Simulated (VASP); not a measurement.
# Sb (R-3m) in VASP: a series of runs

Sb is run at these levels: PBE; tasks: relaxation of shape and atoms at fixed volume, relaxation of cell and atoms.

Program: VASP 6.6.1. These are calculated values, not measurements. Logs are shortened: lines on timing, memory, paths and dates and some standing lists are left out, and cuts for length are marked.

## 1. The cell of the first run

The typed cell holds 1 atom: a = 3.078 Å, b = 3.078 Å, c = 3.078 Å, α = 90.03°, β = 90.03°, γ = 90.03°.

This isn't the form of Sb at room conditions, which is rhombohedral.

## 2. Relaxation of shape and atoms at fixed volume, PBE (29.17 Å³/atom)

The input, INCAR:

```
SYSTEM = Sb
PREC     = Accurate       ! precision mode
ENCUT    = 600            ! plane-wave cutoff, eV
EDIFF    = 1E-6           ! SCF threshold, eV
ISMEAR   = 0              ! smearing method
SIGMA    = 0.1            ! smearing width, eV
LREAL    = .False.        ! projectors in reciprocal space
LASPH    = .True.         ! aspherical terms in the spheres
NELM     = 100            ! most SCF steps
ALGO     = Normal         ! electronic algorithm
ISIF     = 4              ! what is computed and relaxed
LWAVE    = .False.        ! write WAVECAR
LCHARG   = .False.        ! write CHGCAR
GGA      = PE             ! functional
IBRION   = 2              ! ionic algorithm
NSW      = 50             ! ionic steps
EDIFFG   = -0.01          ! ionic threshold
```

The input, KPOINTS:

```
Automatic mesh
0
Gamma
  18 18 18
  0 0 0
```

The input, POSCAR:

```
Sb
1.0
    2.1772164990      1.2570165318      1.7762159147
   -2.1772164990      1.2570165318      1.7762159147
    0.0000000000     -2.5140330636      1.7762159147
Sb
1
Direct
    0.5000000000      0.5000000000      0.5000000000
```

Potentials or basis: VASP PAW PBE potentials, release 64 (Sb).

Started as:

```sh
$ cat potpaw_PBE.64/Sb/POTCAR > POTCAR
$ mpirun -np 1 vasp_std > vasp.out
```

OUTCAR:

```text
SYSTEM = Sb
   PREC = Accurate
   ENCUT = 600
   EDIFF = 1E-6
   ISMEAR = 0
   LREAL = .False.
   LASPH = .True.
   NELM = 100
   ISIF = 4
   GGA = PE
   IBRION = 2
   NSW = 50
   EDIFFG = -0.01

 ion  position               nearest neighbor table
   1  0.500  0.500  0.500-

  LATTYP: Found a trigonal (rhomboedric) cell.
 ALAT       =     3.0781983725
 COS(alpha) =    -0.0005528209

  Lattice vectors:

 A1 = (   2.1772164990,   1.2570165318,   1.7762159147)
 A2 = (  -2.1772164990,   1.2570165318,   1.7762159147)
 A3 = (   0.0000000000,  -2.5140330636,   1.7762159147)

Analysis of symmetry for initial positions (statically):
=====================================================================
 Subroutine PRICEL returns:
 Original cell was already a primitive cell.

 Routine SETGRP: Setting up the symmetry group for a
 trigonal (rhombohedral) supercell.

 Subroutine GETGRP returns: Found 12 space group operations
 (whereof 12 operations were pure point group operations)
 out of a pool of 12 trial point group operations.

The static configuration has the point symmetry D_3d.

Analysis of symmetry for dynamics (positions and initial velocities):
=====================================================================
 Subroutine PRICEL returns:
 Original cell was already a primitive cell.

 Routine SETGRP: Setting up the symmetry group for a
 trigonal (rhombohedral) supercell.

 Subroutine GETGRP returns: Found 12 space group operations
 (whereof 12 operations were pure point group operations)
 out of a pool of 12 trial point group operations.

The dynamic configuration has the point symmetry D_3d.

 Subroutine INISYM returns: Found 12 space group operations
 (whereof 12 operations are pure point group operations),
 and found     1 'primitive' translations

----------------------------------------------------------------------------------------

                                     Primitive cell

  volume of cell :      29.1669

  direct lattice vectors                    reciprocal lattice vectors
     2.177216499  1.257016532  1.776215915     0.229651025  0.132589081  0.187664873
    -2.177216499  1.257016532  1.776215915    -0.229651025  0.132589081  0.187664873
     0.000000000 -2.514033064  1.776215915     0.000000000 -0.265178162  0.187664873
[... 75 lines left out ...]
   ICHARG =      2    charge: 1-file 2-atom 10-const
   ISPIN  =      1    spin polarized calculation?
   LNONCOLLINEAR =      F non collinear calculations
   LSORBIT =      F    spin-orbit coupling
   LASPH  =      T    aspherical Exc in radial PAW
   ENCUT  =  600.0 eV  44.10 Ry    6.64 a.u.   6.15  6.15  6.15*2*pi/ulx,y,z
   NELM   =    100;   NELMIN=  2; NELMDL= -5     # of ELM steps
   EDIFF  = 0.1E-05   stopping-criterion for ELM
   LREAL  =      F    real-space projection
   EDIFFG = -.1E-01   stopping-criterion for IOM
   NSW    =     50    number of steps for IOM
   IBRION =      2    ionic relax: 0-MD 1-quasi-New 2-CG
   NFREE  =      1    steps in history (QN), initial steepest desc. (CG)
   ISIF   =      4    stress and relaxation
   ISYM   =      2    0-nonsym 1-usesym 2-fastsym
   POTIM  = 0.5000    time-step for ionic-motion
   TEBEG  =    0.0;   TEEND  =   0.0 temperature during run
   PSTRESS=    0.0 pullay stress
   NELECT =       5.0000    total number of electrons
   NUPDOWN=      -1.0000    fix difference up-down
   EMIN   =  10.00;   EMAX   =-10.00  energy-range for DOS
   EFERMI =   0.00;   METHOD = LEGACY
   ISMEAR =     0;   SIGMA  =   0.10  broadening in eV -4-tet -1-fermi 0-gaus
   EFERMI_NEDOS =   21; number of points for ismear=-14 and -15
   IALGO  =     38    algorithm
   IMIX   =      4    mixing-type and parameters
     AMIX     =   0.40;   BMIX     =  1.00
     AMIX_MAG =   1.60;   BMIX_MAG =  1.00
  volume/ion in A,a.u.               =      29.17       196.83
  Fermi-wavevector in a.u.,A,eV,Ry     =   0.909428  1.718570 11.252823  0.827059
  Thomas-Fermi vector in A             =   2.033471
   LORBIT       =      0    0 simple, 1 ext, 2 COOP (PROOUT), +10 PAW based schemes
   GGA     = PE    functional components
   LHFCALC =     F    Hartree Fock is set to
   AEXX    =    0.0000 exact exchange contribution
   IVDW    =     0    specifies the selected vdW correction
   LEPSILON=     F    determine dielectric tensor
   LRPA    =     F    only Hartree local field effects (RPA)
 conjugate gradient relaxation of ions
 non-spin polarized calculation
 Gauss-broadening in eV      SIGMA  =   0.10
  energy-cutoff  :      600.00
  volume of cell :       29.17
 maximum number of plane-waves:       992
 NGX is ok and might be reduce to    28
   NGX = 13   NGY = 13   NGZ = 13

 number of electron       4.9999999 magnetization

 Free energy of the ion-electron system (eV)
  ---------------------------------------------------
  ext. energy  EPLUGINS =         0.00000000
  ---------------------------------------------------
  free energy    TOTEN  =        -4.08908710 eV

  energy without entropy =       -4.08656149  energy(sigma->0) =       -4.08782429

 E-fermi :   7.4519     XC(G=0):  -9.7204

 val. band max:        7.4212378273   @ k =   0.1667  -0.0000  -0.0000
 cond. band min:       7.4640286879   @ k =   0.1667   0.0556   0.0000
 fundamental gap:      0.0427908606
 Fermi energy:         7.4518767194

 k-point     1 :       0.0000    0.0000    0.0000
  band No.  band energies     occupation
      1      -5.1397      2.00000
      2      10.7440      0.00000
      3      10.7479      0.00000
      4      10.7479      0.00000
      5      14.3626      0.00000
      6      14.3626      0.00000
[... 199 lines left out ...]
 k-point    24 :      -0.2222    0.0556   -0.0000
  band No.  band energies     occupation
      1      -4.3761      2.00000
      2       6.0878      2.00000
      3      10.8059      0.00000
      4      11.4811      0.00000
      5      15.2163      0.00000
      6      16.2813      0.00000

 [... further k-points ...]
[... 5 lines left out ...]
  --------------------------------------------------------------------------------------
  -------------------------------------------------------------------------------------
  Total        0.3253451      0.3253451      0.3287403      0.0000000      0.0000000      0.0000000
  in kB       17.8716757     17.8716757     18.0581757      0.0000000      0.0000000      0.0000000
  external PRESSURE =      17.9338424 kB  Pullay stress =       0.0000000 kB

 VOLUME and BASIS-vectors are now :
 -----------------------------------------------------------------------------
  energy-cutoff  :      600.00
  volume of cell :       29.17
      direct lattice vectors                 reciprocal lattice vectors
     2.177216499  1.257016532  1.776215915     0.229651025  0.132589081  0.187664873
    -2.177216499  1.257016532  1.776215915    -0.229651025  0.132589081  0.187664873
     0.000000000 -2.514033064  1.776215915     0.000000000 -0.265178162  0.187664873

 POSITION                                       TOTAL-FORCE (eV/Angst)
 -----------------------------------------------------------------------------------
      0.00000      0.00000      2.66432        -0.000000      0.000000      0.000000
 -----------------------------------------------------------------------------------
    total drift:                               -0.000000     -0.000000      0.000000

  FREE ENERGIE OF THE ION-ELECTRON SYSTEM (eV)
  ---------------------------------------------------
  free  energy   TOTEN  =        -4.0890870960 eV

  energy  without entropy=       -4.0865614852  energy(sigma->0) =       -4.08782429

 reached required accuracy - stopping structural energy minimisation
```

CONTCAR:

```text
Sb
   1.00000000000000
     2.1772164990000000    1.2570165317999999    1.7762159147000001
    -2.1772164990000000    1.2570165317999999    1.7762159147000001
     0.0000000000000000   -2.5140330635999999    1.7762159147000001
  Sb
     1
Direct
     0.5000000000000000    0.5000000000000000    0.5000000000000000

  0.00000000E+00  0.00000000E+00  0.00000000E+00
```

Wall time 2.1 min (1 thread of Intel Xeon 8259CL, shared host); peak memory 0.28 GiB.

Results:

| Item | Value |
| --- | --- |
| Free energy | -4.0891 eV |
| Pressure after relaxing | 1.8 GPa |
| Band gap on the k mesh | zero (an odd number of electrons rules out a gap without spin polarisation) |

Final structure:
```
Sb
1.0
     2.17722    1.25702    1.77622
    -2.17722    1.25702    1.77622
     0.00000   -2.51403    1.77622
Sb
1
Direct
  0.50000 0.50000 0.50000
```

Caveat: the relaxation stopped at its first step, so nothing moved; spin-orbit coupling is left out, which moves the levels of the heavy elements.

## 3. Relaxation of cell and atoms, PBE

This run uses another cell than the first one, of 30.14 Å³/atom.

The input, INCAR:

```
  PREC = Accurate
  ENCUT = 600
  EDIFF = 1E-7
  ISMEAR = 0
  SIGMA = 0.1
  LREAL = F
  LASPH = T
  NELM = 80
  ALGO = Normal
  ISIF = 3
  LWAVE = F
  LCHARG = F
  GGA = PE
  IBRION = 2
  NSW = 100
  EDIFFG = -0.01
```

The input, KPOINTS:

```
Automatic mesh
0
Gamma
  18 18 18
```

The input, POSCAR:

```
Sb
1.0
    2.1807729611      1.2590698561      1.8297083237
   -2.1807729611      1.2590698561      1.8297083237
    0.0000000000     -2.5181397123      1.8297083237
Sb
1
Direct
    0.5000000000      0.5000000000      0.5000000000
```

Potentials or basis: VASP PAW PBE potentials, release 64 (Sb).

Started as:

```sh
$ cat potpaw_PBE.64/Sb/POTCAR > POTCAR
$ mpirun -np 1 vasp_std > vasp.out
```

Run time: 7.9 min. Hardware: 1 thread of Intel Xeon 8259CL, shared host; peak memory 0.29 GiB.

It converged, with:

```
Free energy                           : -4.0939 eV
Relaxed volume                        : 30.06 Å³/atom
Relaxed cell                          : a = 3.109 Å, b = 3.109 Å, c = 3.109 Å, α = 89.99°, β = 89.99°, γ = 89.99°
Space group after relaxing (to 0.1 Å) : Pm-3m (No. 221)
Energy gained by relaxing             : 1.3 meV/atom
Ionic steps                           : 7
Pressure after relaxing               : 0.0 GPa
Band gap on the k mesh                : zero (an odd number of electrons rules out a gap without spin polarisation)
```

Step by step:
```csv
step,energy change (eV),largest force (eV/Å),pressure (GPa),volume (Å³)
1,0.0000,0.0000,-0.19,30.14
2,-0.0005,0.0000,0.10,29.99
3,-0.0007,0.0000,0.31,29.88
4,-0.0011,0.0000,0.16,29.96
5,-0.0013,0.0000,-0.07,30.09
6,-0.0013,0.0000,-0.05,30.08
7,-0.0013,0.0000,-0.01,30.06
```

Final structure:
```xyz
1
Lattice="2.1984 1.2692 1.7953 -2.1984 1.2692 1.7953 0.0000 -2.5385 1.7953" Properties=species:S:1:pos:R:3 pbc="T T T"
Sb    0.0000    0.0000    2.6929
```

Levels at points of the mesh, in eV from the Fermi level:
```tsv
k point	band 1	band 2	band 3	band 4	band 5	band 6
(0.00, 0.00, 0.00)	-12.36	3.22	3.22	3.22	6.88	6.88
(0.50, 0.00, 0.00)	-9.97	-5.56	5.20	5.20	8.95	10.55
(0.50, 0.50, 0.00)	-7.43	-3.53	-3.53	2.18	7.21	12.75
(0.50, 0.50, 0.50)	-4.60	-1.64	-1.63	-1.63	4.81	4.81
```

Caveat: spin-orbit coupling is left out, which moves the levels of the heavy elements.

## 4. Relaxation of shape and atoms at fixed volume, PBE (30.97 Å³/atom)

This run uses another cell than the first one, of 30.97 Å³/atom.

The input, INCAR:

```
  PREC = Accurate
  ENCUT = 600
  EDIFF = 1E-6
  ISMEAR = 0
  SIGMA = 0.1
  LREAL = F
  LASPH = T
  NELM = 100
  ALGO = Normal
  ISIF = 4
  LWAVE = F
  LCHARG = F
  GGA = PE
  IBRION = 2
  NSW = 50
  EDIFFG = -0.01
```

The input, KPOINTS:

```
regular mesh
0
Gamma
  18 18 18
```

The input, POSCAR:

```
Sb
1.0
    2.2212125243      1.2824176488      1.8121087349
   -2.2212125243      1.2824176488      1.8121087349
    0.0000000000     -2.5648352977      1.8121087349
Sb
1
Direct
    0.5000000000      0.5000000000      0.5000000000
```

Started as:

```sh
$ cat potpaw_PBE.64/Sb/POTCAR > POTCAR
$ mpirun -np 1 vasp_std > vasp.out
```

Run time: 3.9 min. Hardware: 1 thread of AMD EPYC, shared host; peak memory 0.25 GiB.

The run converged. Its results:

| Property | Result |
| --- | --- |
| Free energy | -4.0893 eV |
| Pressure after relaxing | -1.6 GPa |
| Band gap on the k mesh | zero (an odd number of electrons rules out a gap without spin polarisation) |

Final structure:
```
CELL_PARAMETERS angstrom
2.22121 1.28242 1.81211
-2.22121 1.28242 1.81211
0.00000 -2.56484 1.81211
ATOMIC_POSITIONS crystal
Sb 0.50000 0.50000 0.50000
```

Levels at points of the mesh, in eV from the Fermi level:
```csv
k point,band 1,band 2,band 3,band 4,band 5,band 6
"(0.00, 0.00, 0.00)",-12.13,3.14,3.15,3.15,6.86,6.86
"(0.50, 0.00, 0.00)",-9.85,-5.35,5.03,5.03,8.87,10.47
"(0.50, 0.50, 0.00)",-7.44,-3.40,-3.39,2.29,6.93,12.51
"(0.50, 0.50, 0.50)",-4.77,-1.57,-1.57,-1.57,4.86,4.86
```

Caveat: the relaxation stopped at its first step, so nothing moved; spin-orbit coupling is left out, which moves the levels of the heavy elements.

## 5. The runs side by side

```csv
task,cell,gap on the mesh (eV),pressure (GPa)
relaxation of shape and atoms at fixed volume,"relaxed from a = 3.078 Å, 1 atom",none,1.8
relaxation of cell and atoms,"relaxed from a = 3.113 Å, angles 89.0°, 1 atom",none,0.0
relaxation of shape and atoms at fixed volume,"relaxed from a = 3.140 Å, 1 atom",none,-1.6
```

Alike in all rows: level PBE; potentials or basis VASP PAW PBE potentials, release 64 (Sb); no spin polarisation; k mesh 18 × 18 × 18; cutoff (eV) 600; smearing gaussian 0.1 eV.

Caveats: spin-orbit coupling is left out, which moves the levels of the heavy elements; the relaxation stopped at its first step, so nothing moved (at least some runs).

Total energies depend on the potentials used, so only differences within one code and one set of settings carry meaning.
